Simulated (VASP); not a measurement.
Write the native input for VASP 6.6.1 that does the following.

| Quantity | Value |
| --- | --- |
| Task | single point |
| Functional | PBE |
| Potentials or basis | VASP PAW PBE potentials, release 64 (Li_sv, B, C) |
| Cutoff | 750 eV |
| k mesh | 8 × 8 × 8 |
| Occupations | gaussian, width 0.1 eV |
| Spin | no spin polarisation |
| Dipole correction | no |
| Further INCAR settings | ALGO = Normal; EDIFF = 1e-06; NBANDS = 16 |

The structure of Li2B2C lies in POSCAR:

```
Li2B2C
1.0
   -1.8421885776      1.8421885776      4.4689360227
    1.8421885776     -1.8421885776      4.4689360227
    1.8421885776      1.8421885776     -4.4689360227
Li B C
2 2 1
Direct
    0.2500000000      0.7500000000      0.5000000000
    0.7500000000      0.2500000000      0.5000000000
    0.3711000000      0.3711000000      0.0000000000
    0.6289000000      0.6289000000      0.0000000000
    0.0000000000      0.0000000000      0.0000000000
```

One way to write it, as run:

INCAR

```
SYSTEM = Li2B2C
ALGO = Normal
EDIFF = 1E-6
ENCUT = 750
GGA = PE
GGA_COMPAT = .FALSE.
ISIF = 2
ISMEAR = 0
LASPH = .TRUE.
LCHARG = .TRUE.
LELF = .TRUE.
LREAL = .FALSE.
LVHAR = .TRUE.
LWAVE = .FALSE.
NBANDS = 16
NELM = 120
PREC = Accurate
SIGMA = 0.1
```

KPOINTS

```
k-points
0
G
  8 8 8
  0 0 0
```

Potentials or basis: VASP PAW PBE potentials, release 64 (Li_sv, B, C).

Launch:

```bash
$ cat potpaw_PBE.64/Li_sv/POTCAR potpaw_PBE.64/B/POTCAR potpaw_PBE.64/C/POTCAR > POTCAR
$ mpirun -np 1 vasp_std > vasp.out
```

Results of the run:

* Pressure: -7.5 GPa
* Largest force: 4.216 eV/Å
* Band gap on the k mesh: zero (bands 8 and 9 overlap by 2.13 eV)

Caveat: the cell stands under tension; forces of over 1 eV/Å act on the atoms, so gaps and moduli don't describe the material at rest.

Wall time 5.3 min on 1 thread of Intel Xeon 8259CL, with other jobs on the host, peak memory 0.36 GiB.
